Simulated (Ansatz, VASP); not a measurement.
InP in VASP and in Ansatz

File INCAR:

```
SYSTEM = InP
ALGO = Normal
EDIFF = 1E-7
ENCUT = 520
GGA = PE
ISIF = 2
ISMEAR = 0
LASPH = .True.
LCHARG = .False.
LREAL = .False.
LWAVE = .False.
NBANDS = 16
NELM = 100
PREC = Accurate
SIGMA = 0.027000000000000003
```

File KPOINTS:

```
k-points
0
Gamma
  8 8 8
  0 0 0
```

POSCAR

```
InP
1.0
    0.0000000000      2.9305000000      2.9305000000
    2.9305000000      0.0000000000      2.9305000000
    2.9305000000      2.9305000000      0.0000000000
In P
1 1
Direct
    0.0000000000      0.0000000000      0.0000000000
    0.7500000000      0.7500000000      0.7500000000
```

File input.yaml:

```yaml
crystal:
  lattice:
    - [0.0, 2.9305, 2.9305]
    - [2.9305, 0.0, 2.9305]
    - [2.9305, 2.9305, 0.0]
  atoms:
    - { symbol: In, position: [0.0, 0.0, 0.0] }
    - { symbol: P, position: [0.75, 0.75, 0.75] }
kpoints:
  mp_grid: { grid: [8, 8, 8] }
scf:
  occupations: { method: gaussian, width: 0.027 }
hamiltonian:
  xc: pbe
  pseudopotentials: { kind: all_electron, lapw: { basis_error: 0.001 } }
output:
  forces: true
  stress: true
  eigenvalues: true
```

Alike in both runs: task single point; functional PBE; k mesh 8 × 8 × 8; occupations gaussian, width 0.027 eV; no spin polarisation.

```csv
,VASP,Ansatz
version,VASP 6.6.1,Ansatz 0.2.0
potentials or method,"VASP PAW PBE potentials, release 64 (In_d, P), cutoff 520 eV","all-electron LAPW, scalar-relativistic"
```

|  | VASP | Ansatz | Ansatz less VASP |
| --- | --- | --- | --- |
| gap on the k mesh at the Fermi level (eV) | 0.71 | 0.71 | +0.002 |
| least direct gap on the mesh (eV) | 0.71 | 0.71 | +0.002 |
| pressure (GPa) | 3.3 | 3.3 | +0.05 |

Ansatz ran all-electron here, and VASP with PAW potentials.
